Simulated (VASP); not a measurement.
Sn, 2 atoms in the cell. Symmetry: Fd-3m, No. 227, cubic system. Conventional cell: a = 6.491 Å, b = 6.491 Å, c = 6.491 Å, α = 90.00°, β = 90.00°, γ = 90.00°. Sn (site symmetry -43m) has 4 Sn at 2.81 Å within 3.7 Å. 

* Program: VASP 6.6.1
* Task: single point
* Functional: PBE
* Potentials or basis: VASP PAW PBE potentials, release 64 (Sn_d)
* Cutoff: 520 eV
* k mesh: 14 × 14 × 14
* Occupations: gaussian, width 0.15 eV
* Spin: no spin polarisation
* Dipole correction: no
* Further INCAR settings: ALGO = Fast; EDIFF = 1e-07; NBANDS = 21

Potentials or basis: VASP PAW PBE potentials, release 64 (Sn_d).

The run is started by

```console
$ cat potpaw_PBE.64/Sn_d/POTCAR > POTCAR
$ mpirun -np 1 vasp_std > vasp.out
```

Hardware: 1 thread of Intel Xeon 6975P-C, with other jobs on the host.

Task: How long does it take, and how much memory?

Result: It took 6 min on 1 thread of Intel Xeon 6975P-C, with other jobs on the host, peak memory 0.28 GiB. Counts: scf iterations 16, k points 104.
